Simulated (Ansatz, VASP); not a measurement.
CsPbBr3: VASP beside Ansatz

Contents of INCAR:

```
PREC = Accurate
ENCUT = 520
EDIFF = 1E-7
ISMEAR = 0
SIGMA = 0.05
LREAL = False
LASPH = True
NELM = 60
ALGO = Normal
ISIF = 2
LWAVE = False
LCHARG = False
GGA = PS
NBANDS = 30
```

The input KPOINTS:

```
Automatic mesh
0
Gamma
  6 6 6
```

File POSCAR:

```
CsPbBr3
1.0
    5.8700000000      0.0000000000      0.0000000000
    0.0000000000      5.6058500000      0.0000000000
    0.0000000000      0.0000000000      5.8700000000
Cs Pb Br
1 1 3
Direct
    0.0000000000      0.0000000000      0.0000000000
    0.5000000000      0.5000000000      0.5000000000
    0.0000000000      0.5000000000      0.5000000000
    0.5000000000      0.0000000000      0.5000000000
    0.5000000000      0.5000000000      0.0000000000
```

Input for Ansatz:

```yaml
crystal:
  lattice:
    - [5.87, 0.0, 0.0]
    - [0.0, 5.60585, 0.0]
    - [0.0, 0.0, 5.87]
  atoms:
    - { symbol: Cs, position: [0.0, 0.0, 0.0] }
    - { symbol: Pb, position: [0.5, 0.5, 0.5] }
    - { symbol: Br, position: [0.0, 0.5, 0.5] }
    - { symbol: Br, position: [0.5, 0.0, 0.5] }
    - { symbol: Br, position: [0.5, 0.5, 0.0] }
basis:
  ecutwfc: 420
kpoints:
  mp_grid: { grid: [6, 6, 6] }
hamiltonian:
  xc: pbesol
scf:
  occupations: { method: gaussian, width: 0.05 }
output:
  forces: true
  stress: true
  eigenvalues: true
```

Change from the starting cell: strain -0.0450 x Voigt [0, 1, 0, 0, 0, 0], atoms carried along.

Alike in both runs: task single point; functional PBEsol; k mesh 6 × 6 × 6; occupations gaussian, width 0.05 eV; no spin polarisation.

```csv
,VASP,Ansatz
version,VASP 6.6.1,Ansatz 0.2.0
potentials or method,"VASP PAW PBE potentials, release 64 (Cs_sv, Pb_d, Br), cutoff 520 eV","scalar-relativistic, plane waves, PAW"
valence electrons in the cell,44,44
```

Ansatz gave:

- gap on the k mesh at the Fermi level (eV): 1.07
- least direct gap on the mesh (eV): 1.07
- pressure (GPa): 1.3
- traceless stress, the component that is largest in VASP (GPa): 1.84

Task: What did VASP give for the same quantities?

Result: gap on the k mesh at the Fermi level (eV): 1.07; least direct gap on the mesh (eV): 1.07; pressure (GPa): 1.3; traceless stress, the component that is largest in VASP (GPa): 1.85.

VASP's potentials were made for PBE, not for PBEsol. With one functional, cell and mesh, what is left measures potentials, basis and numerics.

Neither program's run includes spin-orbit coupling.
